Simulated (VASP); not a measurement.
Set up this calculation in VASP 6.6.1, as the native input.

```yaml
Task: single point
Functional: PBE
Potentials_or_basis: VASP PAW PBE potentials, release 64 (La)
Cutoff: 520 eV
k_mesh: 11 × 11 × 6
Occupations: tetrahedron
Spin: no spin polarisation
Dipole_correction: no
Further_INCAR_settings: ALGO = Normal; EDIFF = 1e-07; NBANDS = 18
```

The structure of La lies in POSCAR:

```
La
1.0
    3.7500020507      0.0000000000      0.0000000000
   -1.8750010253      3.2475970401      0.0000000000
    0.0000000000      0.0000000000      6.0700000000
La
2
Direct
    0.3333333333      0.6666666667      0.2500000000
    0.6666666667      0.3333333333      0.7500000000
```

One way to write it, as run:

INCAR

```
  ALGO = Normal
  EDIFF = 1E-7
  ENCUT = 520
  GGA = PE
  ISIF = 2
  ISMEAR = -5
  LASPH = True
  LCHARG = False
  LREAL = False
  LWAVE = False
  NBANDS = 18
  NELM = 60
  PREC = Accurate
  SIGMA = 0.1
```

KPOINTS

```
k-points
0
Gamma
  11 11 6
```

Potentials or basis: VASP PAW PBE potentials, release 64 (La).

Command:

```console
$ cat potpaw_PBE.64/La/POTCAR > POTCAR
$ mpirun -np 1 vasp_std > vasp.out
```

It gave:

```
Pressure               : 0.4 GPa
Band gap on the k mesh : zero (bands 11 and 12 overlap by 1.47 eV)
```

Caveat: spin-orbit coupling is left out, which moves the levels of the heavy elements; tetrahedron occupations give inexact forces and stress in metals.

Run time: 60 s on 1 thread of AMD EPYC 9R45 96-Core Processor (Zen 5), on a shared host, peak memory 0.22 GiB.
